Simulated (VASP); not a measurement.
# TaN (P6_3/mmc) in VASP: further runs, part 2 of 2

VASP 6.6.1. The steps go on from the part before.

### Step 3. Single point, PBEsol (zz strain of -1 %)

The input, INCAR:

```
ALGO     = Normal         # electronic algorithm
EDIFF    = 1E-7           # SCF threshold, eV
ENCUT    = 520            # plane-wave cutoff, eV
GGA      = PS             # functional
ISIF     = 2              # what is computed and relaxed
ISMEAR   = -1             # smearing method
LASPH    = T              # aspherical terms in the spheres
LCHARG   = F              # write CHGCAR
LREAL    = F              # projectors in reciprocal space
LWAVE    = F              # write WAVECAR
NBANDS   = 24             # bands
NELM     = 60             # most SCF steps
PREC     = Accurate       # precision mode
SIGMA    = 0.01           # smearing width, eV
```

The input, KPOINTS:

```
k-points
0
Gamma
  9 9 5
```

The input, POSCAR:

```
TaN
1.0
    3.0480019786      0.0000000000      0.0000000000
   -1.5240009893      2.6396471442      0.0000000000
    0.0000000000      0.0000000000      4.8688200000
Ta N
2 2
Direct
    0.0000000000      0.0000000000      0.0000000000
    0.0000000000      0.0000000000      0.5000000000
    0.3333333333      0.6666666667      0.2500000000
    0.6666666667      0.3333333333      0.7500000000
```

Potentials or basis: VASP PAW PBE potentials, release 64 (Ta_pv, N).

Launch:

```bash
$ cat potpaw_PBE.64/Ta_pv/POTCAR potpaw_PBE.64/N/POTCAR > POTCAR
$ mpirun -np 1 vasp_std > vasp.out
```

OUTCAR:

```text
EDIFF = 1E-7
   ENCUT = 520
   GGA = PS
   ISIF = 2
   ISMEAR = -1
   LASPH = T
   LREAL = F
   NELM = 60
   PREC = Accurate

 ion  position               nearest neighbor table
   1  0.000  0.000  0.000-   3 2.14   4 2.14   3 2.14   4 2.14   4 2.14   3 2.14   2 2.43   2 2.43

   2  0.000  0.000  0.500-   3 2.14   4 2.14   3 2.14   4 2.14   4 2.14   3 2.14   1 2.43   1 2.43

   3  0.333  0.667  0.250-   1 2.14   2 2.14   1 2.14   2 2.14   1 2.14   2 2.14
   4  0.667  0.333  0.750-   1 2.14   2 2.14   1 2.14   2 2.14   1 2.14   2 2.14

  LATTYP: Found a hexagonal cell.
 ALAT       =     3.0480019786
 C/A-ratio  =     1.5973808528

  Lattice vectors:

 A1 = (   3.0480019786,   0.0000000000,   0.0000000000)
 A2 = (  -1.5240009893,   2.6396471442,   0.0000000000)
 A3 = (   0.0000000000,   0.0000000000,   4.8688200000)

Analysis of symmetry for initial positions (statically):
=====================================================================
 Subroutine PRICEL returns:
 Original cell was already a primitive cell.

 Routine SETGRP: Setting up the symmetry group for a
 hexagonal supercell.

 Subroutine GETGRP returns: Found 24 space group operations
 (whereof 12 operations were pure point group operations)
 out of a pool of 24 trial point group operations.

The static configuration has the point symmetry D_3d.
 The point group associated with its full space group is D_6h.

Analysis of symmetry for dynamics (positions and initial velocities):
=====================================================================
 Subroutine PRICEL returns:
 Original cell was already a primitive cell.

 Routine SETGRP: Setting up the symmetry group for a
 hexagonal supercell.

 Subroutine GETGRP returns: Found 24 space group operations
 (whereof 12 operations were pure point group operations)
 out of a pool of 24 trial point group operations.

The dynamic configuration has the point symmetry D_3d.
 The point group associated with its full space group is D_6h.

 Subroutine INISYM returns: Found 24 space group operations
 (whereof 12 operations are pure point group operations),
 and found     1 'primitive' translations

----------------------------------------------------------------------------------------

                                     Primitive cell

  volume of cell :      39.1728

  direct lattice vectors                    reciprocal lattice vectors
     3.048001979  0.000000000  0.000000000     0.328083777  0.189419257  0.000000000
    -1.524000989  2.639647144  0.000000000     0.000000000  0.378838513  0.000000000
     0.000000000  0.000000000  4.868820000     0.000000000  0.000000000  0.205388575

  length of vectors
     3.048001979  3.048001979  4.868820000     0.378838513  0.378838513  0.205388575

  position of ions in fractional coordinates (direct lattice)
     0.000000000  0.000000000  0.000000000
     0.000000000  0.000000000  0.500000000
     0.333333333  0.666666667  0.250000000
     0.666666667  0.333333333  0.750000000

  ion indices of the primitive-cell ions
   primitive index   ion index
                 1           1
                 2           2
                 3           3
                 4           4

----------------------------------------------------------------------------------------

 KPOINTS: k-points

Automatic generation of k-mesh.
 Grid dimensions read from file:
 generate k-points for:    9    9    5

 Generating k-lattice:

  Cartesian coordinates                     Fractional coordinates (reciprocal lattice)
     0.036453753  0.021046584  0.000000000     0.111111111  0.000000000  0.000000000
     0.000000000  0.042093168  0.000000000     0.000000000  0.111111111  0.000000000
     0.000000000  0.000000000  0.041077715     0.000000000  0.000000000  0.200000000

  Length of vectors
     0.042093168  0.042093168  0.041077715

  Shift w.r.t. Gamma in fractional coordinates (k-lattice)
     0.000000000  0.000000000  0.000000000

 Subroutine IBZKPT returns following result:
 ===========================================

 Found     36 irreducible k-points:

 Following reciprocal coordinates:
            Coordinates               Weight
  0.000000  0.000000  0.000000      1.000000
  0.111111  0.000000  0.000000      6.000000
  0.222222  0.000000  0.000000      6.000000
  0.333333  0.000000  0.000000      6.000000
  0.444444  0.000000  0.000000      6.000000
  0.111111  0.111111  0.000000      6.000000
[... 16 lines left out ...]
  0.333333  0.222222  0.200000     24.000000
  0.333333  0.333333  0.200000      4.000000
 [... further k-points ...]
   k-points           NKPTS =     36   k-points in BZ     NKDIM =     36   number of bands    NBANDS=     24
   number of dos      NEDOS =    301   number of ions     NIONS =      4
   total plane-waves  NPLWV =  20736
   dimension x,y,z NGX =    24 NGY =   24 NGZ =   36
   dimension x,y,z NGXF=    48 NGYF=   48 NGZF=   72
   ions per type =               2   2
   NGX,Y,Z   is equivalent  to a cutoff of  13.09, 13.09, 12.29 a.u.
   NGXF,Y,Z  is equivalent  to a cutoff of  26.18, 26.18, 24.58 a.u.
 SYSTEM =  unknown system
   PREC   = accura    normal or accurate (medium, high low for compatibility)
   ISTART =      0    job   : 0-new  1-cont  2-samecut
   ICHARG =      2    charge: 1-file 2-atom 10-const
   ISPIN  =      1    spin polarized calculation?
   LNONCOLLINEAR =      F non collinear calculations
   LSORBIT =      F    spin-orbit coupling
   LASPH  =      T    aspherical Exc in radial PAW
   ENCUT  =  520.0 eV  38.22 Ry    6.18 a.u.   5.67  5.67  9.05*2*pi/ulx,y,z
   NELM   =     60;   NELMIN=  2; NELMDL= -5     # of ELM steps
   EDIFF  = 0.1E-06   stopping-criterion for ELM
   LREAL  =      F    real-space projection
   EDIFFG = 0.1E-05   stopping-criterion for IOM
   NSW    =      0    number of steps for IOM
   IBRION =     -1    ionic relax: 0-MD 1-quasi-New 2-CG
   NFREE  =      0    steps in history (QN), initial steepest desc. (CG)
   ISIF   =      2    stress and relaxation
   ISYM   =      2    0-nonsym 1-usesym 2-fastsym
   POTIM  = 0.5000    time-step for ionic-motion
   TEBEG  =    0.0;   TEEND  =   0.0 temperature during run
   PSTRESS=    0.0 pullay stress
   NELECT =      32.0000    total number of electrons
   NUPDOWN=      -1.0000    fix difference up-down
   EMIN   =  10.00;   EMAX   =-10.00  energy-range for DOS
   EFERMI =   0.00;   METHOD = LEGACY
   ISMEAR =    -1;   SIGMA  =   0.01  broadening in eV -4-tet -1-fermi 0-gaus
   EFERMI_NEDOS =   21; number of points for ismear=-14 and -15
   IALGO  =     38    algorithm
   IMIX   =      4    mixing-type and parameters
     AMIX     =   0.40;   BMIX     =  1.00
     AMIX_MAG =   1.60;   BMIX_MAG =  1.00
  volume/ion in A,a.u.               =       9.79        66.09
  Fermi-wavevector in a.u.,A,eV,Ry     =   1.530370  2.891981 31.865299  2.342033
  Thomas-Fermi vector in A             =   2.637863
   LORBIT       =      0    0 simple, 1 ext, 2 COOP (PROOUT), +10 PAW based schemes
   GGA     = PS    functional components
   LHFCALC =     F    Hartree Fock is set to
   AEXX    =    0.0000 exact exchange contribution
   IVDW    =     0    specifies the selected vdW correction
   LEPSILON=     F    determine dielectric tensor
   LRPA    =     F    only Hartree local field effects (RPA)
 non-spin polarized calculation
  energy-cutoff  :      520.00
  volume of cell :       39.17
 maximum number of plane-waves:      1087
 NGX is ok and might be reduce to    24
   NGX = 11   NGY = 11   NGZ = 19

 number of electron      32.0000001 magnetization

 Free energy of the ion-electron system (eV)
  ---------------------------------------------------
  ext. energy  EPLUGINS =         0.00000000
  ---------------------------------------------------
  free energy    TOTEN  =       -44.03218649 eV

  energy without entropy =      -44.03075568  energy(sigma->0) =      -44.03147109

 E-fermi :   9.8246     XC(G=0): -13.9562

 val. band max:        9.8034226186   @ k =   0.3333   0.0000   0.2000
 cond. band min:       9.8368023738   @ k =   0.3333   0.2222   0.2000
 fundamental gap:      0.0333797552
 Fermi energy:         9.8246425054

 k-point     1 :       0.0000    0.0000    0.0000
  band No.  band energies     occupation
      1     -27.4051      2.00000
      2     -25.4393      2.00000
      3     -25.4393      2.00000
      4     -25.0250      2.00000
      5     -25.0250      2.00000
      6     -24.1225      2.00000
[... 16 lines left out ...]
     23      15.0604      0.00000
     24      16.8167      0.00000
[... 598 lines left out ...]
      2     -26.0388      2.00000
      3     -26.0388      2.00000
      4     -25.5844      2.00000
      5     -25.5844      2.00000
      6     -24.3712      2.00000
[... 16 lines left out ...]
     23      17.2897      0.00000
     24      17.2897      0.00000

 [... further k-points ...]
[... 5 lines left out ...]
  --------------------------------------------------------------------------------------
  -------------------------------------------------------------------------------------
  Total        6.6346355      6.6346355     28.4407827      0.0000000      0.0000000     -0.0000000
  in kB      271.3581130    271.3581130   1163.2345348      0.0000000      0.0000000     -0.0000000
  external PRESSURE =     568.6502536 kB  Pullay stress =       0.0000000 kB

 VOLUME and BASIS-vectors are now :
 -----------------------------------------------------------------------------
  energy-cutoff  :      520.00
  volume of cell :       39.17
      direct lattice vectors                 reciprocal lattice vectors
     3.048001979  0.000000000  0.000000000     0.328083777  0.189419257  0.000000000
    -1.524000989  2.639647144  0.000000000     0.000000000  0.378838513  0.000000000
     0.000000000  0.000000000  4.868820000     0.000000000  0.000000000  0.205388575

 POSITION                                       TOTAL-FORCE (eV/Angst)
 -----------------------------------------------------------------------------------
      0.00000      0.00000      0.00000         0.000000      0.000000      0.000000
      0.00000      0.00000      2.43441         0.000000      0.000000      0.000000
     -0.00000      1.75976      1.21721        -0.000000     -0.000000      0.000000
      1.52400      0.87988      3.65162         0.000000      0.000000     -0.000000
 -----------------------------------------------------------------------------------
    total drift:                               -0.000000      0.000000      0.000000

  FREE ENERGIE OF THE ION-ELECTRON SYSTEM (eV)
  ---------------------------------------------------
  free  energy   TOTEN  =       -44.0321864911 eV

  energy  without entropy=      -44.0307556843  energy(sigma->0) =      -44.03147109
```

It took 12 s on 1 thread of Intel Xeon 6975P-C (Granite Rapids), shared host; peak memory 0.17 GiB.

What came out:

```yaml
Free_energy: -44.0322 eV
Pressure: 56.9 GPa
Band_gap_on_the_k_mesh: zero (band 16 reaches 10.50 eV, above the bottom of band 17 at 7.84 eV)
```

Stress tensor (GPa, compression positive):
```
 27.14   0.00   0.00
  0.00  27.14   0.00
  0.00   0.00 116.32
```

Levels at points of the mesh, in eV from the Fermi level:
| k point | band 14 | band 15 | band 16 | band 17 | band 18 | band 19 |
| --- | --- | --- | --- | --- | --- | --- |
| (0.00, 0.00, 0.00) | -3.63 | -3.55 | -1.98 | -1.98 | -0.62 | -0.62 |

Caveat: the cell differs from its parent crystal (zz strain of -1 %); the PAW data sets were made with another functional, which shifts forces and pressure a little; spin-orbit coupling is left out, which moves the levels of the heavy elements.

### Step 4. Single point, PBEsol (zz strain of +1 %)

The input, INCAR:

```
SYSTEM = TaN
PREC = Accurate
ENCUT = 520
EDIFF = 1E-7
ISMEAR = -1
SIGMA = 0.01
LREAL = .FALSE.
LASPH = .TRUE.
NELM = 80
ALGO = Normal
ISIF = 2
LWAVE = .FALSE.
LCHARG = .FALSE.
GGA = PS
NBANDS = 24
```

The input, KPOINTS:

```
Automatic mesh
0
G
  9 9 5
  0 0 0
```

POSCAR: that of step 3 with these lines changed.

```diff
@@ -4,3 +4,3 @@
    -1.5240009893      2.6396471442      0.0000000000
-    0.0000000000      0.0000000000      4.8688200000
+    0.0000000000      0.0000000000      4.9671800000
 Ta N
```

Potentials or basis: VASP PAW PBE potentials, release 64 (Ta_pv, N).

Launch:

```bash
$ cat potpaw_PBE.64/Ta_pv/POTCAR potpaw_PBE.64/N/POTCAR > POTCAR
$ mpirun -np 1 vasp_std > vasp.out
```

OUTCAR:

```text
SYSTEM = TaN
   PREC = Accurate
   ENCUT = 520
   EDIFF = 1E-7
   ISMEAR = -1
   LREAL = .FALSE.
   LASPH = .TRUE.
   NELM = 80
   ISIF = 2
   GGA = PS

 ion  position               nearest neighbor table
   1  0.000  0.000  0.000-   3 2.15   4 2.15   3 2.15   4 2.15   4 2.15   3 2.15   2 2.48   2 2.48

   2  0.000  0.000  0.500-   3 2.15   4 2.15   3 2.15   4 2.15   4 2.15   3 2.15   1 2.48   1 2.48

   3  0.333  0.667  0.250-   1 2.15   2 2.15   1 2.15   2 2.15   1 2.15   2 2.15
   4  0.667  0.333  0.750-   1 2.15   2 2.15   1 2.15   2 2.15   1 2.15   2 2.15

  LATTYP: Found a hexagonal cell.
 ALAT       =     3.0480019786
 C/A-ratio  =     1.6296511731

  Lattice vectors:

 A1 = (   3.0480019786,   0.0000000000,   0.0000000000)
 A2 = (  -1.5240009893,   2.6396471442,   0.0000000000)
 A3 = (   0.0000000000,   0.0000000000,   4.9671800000)

Analysis of symmetry for initial positions (statically):
=====================================================================
 Subroutine PRICEL returns:
 Original cell was already a primitive cell.

 Routine SETGRP: Setting up the symmetry group for a
 hexagonal supercell.

 Subroutine GETGRP returns: Found 24 space group operations
 (whereof 12 operations were pure point group operations)
 out of a pool of 24 trial point group operations.

The static configuration has the point symmetry D_3d.
 The point group associated with its full space group is D_6h.

Analysis of symmetry for dynamics (positions and initial velocities):
=====================================================================
 Subroutine PRICEL returns:
 Original cell was already a primitive cell.

 Routine SETGRP: Setting up the symmetry group for a
 hexagonal supercell.

 Subroutine GETGRP returns: Found 24 space group operations
 (whereof 12 operations were pure point group operations)
 out of a pool of 24 trial point group operations.

[... 115 lines left out ...]
   PSTRESS=    0.0 pullay stress
   NELECT =      32.0000    total number of electrons
   NUPDOWN=      -1.0000    fix difference up-down
   EMIN   =  10.00;   EMAX   =-10.00  energy-range for DOS
   EFERMI =   0.00;   METHOD = LEGACY
   ISMEAR =    -1;   SIGMA  =   0.01  broadening in eV -4-tet -1-fermi 0-gaus
   EFERMI_NEDOS =   21; number of points for ismear=-14 and -15
   IALGO  =     38    algorithm
   IMIX   =      4    mixing-type and parameters
     AMIX     =   0.40;   BMIX     =  1.00
     AMIX_MAG =   1.60;   BMIX_MAG =  1.00
  volume/ion in A,a.u.               =       9.99        67.42
  Fermi-wavevector in a.u.,A,eV,Ry     =   1.520201  2.872764 31.443234  2.311013
  Thomas-Fermi vector in A             =   2.629084
   LORBIT       =      0    0 simple, 1 ext, 2 COOP (PROOUT), +10 PAW based schemes
   GGA     = PS    functional components
   LHFCALC =     F    Hartree Fock is set to
   AEXX    =    0.0000 exact exchange contribution
   IVDW    =     0    specifies the selected vdW correction
   LEPSILON=     F    determine dielectric tensor
   LRPA    =     F    only Hartree local field effects (RPA)
 non-spin polarized calculation
  energy-cutoff  :      520.00
  volume of cell :       39.96
 maximum number of plane-waves:      1099
 NGX is ok and might be reduce to    24
   NGX = 11   NGY = 11   NGZ = 19

 number of electron      32.0000002 magnetization

 Free energy of the ion-electron system (eV)
  ---------------------------------------------------
  ext. energy  EPLUGINS =         0.00000000
  ---------------------------------------------------
  free energy    TOTEN  =       -44.56285706 eV

  energy without entropy =      -44.56143200  energy(sigma->0) =      -44.56214453

 E-fermi :   9.5826     XC(G=0): -13.8536

 val. band max:        9.5650657621   @ k =   0.2222   0.2222   0.4000
 cond. band min:       9.5850046686   @ k =   0.3333   0.2222   0.2000
 fundamental gap:      0.0199389065
 Fermi energy:         9.5826038980

 k-point     1 :       0.0000    0.0000    0.0000
  band No.  band energies     occupation
      1     -27.3986      2.00000
      2     -25.6489      2.00000
      3     -25.6489      2.00000
      4     -25.3022      2.00000
      5     -25.3022      2.00000
      6     -24.5522      2.00000
[... 637 lines left out ...]
     23      16.9462      0.00000
     24      16.9462      0.00000

 [... further k-points ...]
[... 5 lines left out ...]
  --------------------------------------------------------------------------------------
  -------------------------------------------------------------------------------------
  Total        3.9037384      3.9037384     24.8765651      0.0000000      0.0000000      0.0000000
  in kB      156.5021354    156.5021354    997.3095496      0.0000000      0.0000000      0.0000000
  external PRESSURE =     436.7712735 kB  Pullay stress =       0.0000000 kB

 VOLUME and BASIS-vectors are now :
 -----------------------------------------------------------------------------
  energy-cutoff  :      520.00
  volume of cell :       39.96
      direct lattice vectors                 reciprocal lattice vectors
     3.048001979  0.000000000  0.000000000     0.328083777  0.189419257  0.000000000
    -1.524000989  2.639647144  0.000000000     0.000000000  0.378838513  0.000000000
     0.000000000  0.000000000  4.967180000     0.000000000  0.000000000  0.201321474

 POSITION                                       TOTAL-FORCE (eV/Angst)
 -----------------------------------------------------------------------------------
      0.00000      0.00000      0.00000        -0.000000      0.000000      0.000000
      0.00000      0.00000      2.48359        -0.000000      0.000000      0.000000
     -0.00000      1.75976      1.24179        -0.000000      0.000000      0.000000
      1.52400      0.87988      3.72539         0.000000     -0.000000     -0.000000
 -----------------------------------------------------------------------------------
    total drift:                               -0.000000      0.000000      0.000000

  FREE ENERGIE OF THE ION-ELECTRON SYSTEM (eV)
  ---------------------------------------------------
  free  energy   TOTEN  =       -44.5628570616 eV

  energy  without entropy=      -44.5614319974  energy(sigma->0) =      -44.56214453
```

It took 12 s on 1 thread of Intel Xeon 6975P-C (Granite Rapids), shared host; peak memory 0.17 GiB.

Results:

```yaml
Free_energy: -44.5629 eV
Pressure: 43.7 GPa
Band_gap_on_the_k_mesh: zero (band 16 reaches 10.15 eV, above the bottom of band 17 at 7.86 eV)
```

Levels at points of the mesh, in eV from the Fermi level:
```csv
k point,band 14,band 15,band 16,band 17,band 18,band 19
"(0.00, 0.00, 0.00)",-3.55,-3.55,-1.73,-1.73,-0.63,-0.63
```

Caveat: the cell differs from its parent crystal (zz strain of +1 %); the PAW data sets were made with another functional, which shifts forces and pressure a little; spin-orbit coupling is left out, which moves the levels of the heavy elements.

### Step 5. Overview

| cell | gap on the mesh (eV) | pressure (GPa) |
| --- | --- | --- |
| a = 2.957, b = 2.957, c = 4.918 Å, angles 90.0, 90.0, 120.0°, 4 atoms | none | 82.1 |
| a = 3.048, b = 3.048, c = 4.869 Å, angles 90.0, 90.0, 120.0°, 4 atoms | none | 56.9 |
| a = 3.048, b = 3.048, c = 4.967 Å, angles 90.0, 90.0, 120.0°, 4 atoms | none | 43.7 |

Alike in all rows: task single point; level PBEsol; potentials or basis VASP PAW PBE potentials, release 64 (Ta_pv, N); no spin polarisation; k mesh 9 × 9 × 5; cutoff (eV) 520; smearing fermi-dirac 0.01 eV.

Caveats: the PAW data sets were made with another functional, which shifts forces and pressure a little; spin-orbit coupling is left out, which moves the levels of the heavy elements.

Total energies depend on the potentials used, so only differences within one code and one set of settings carry meaning.
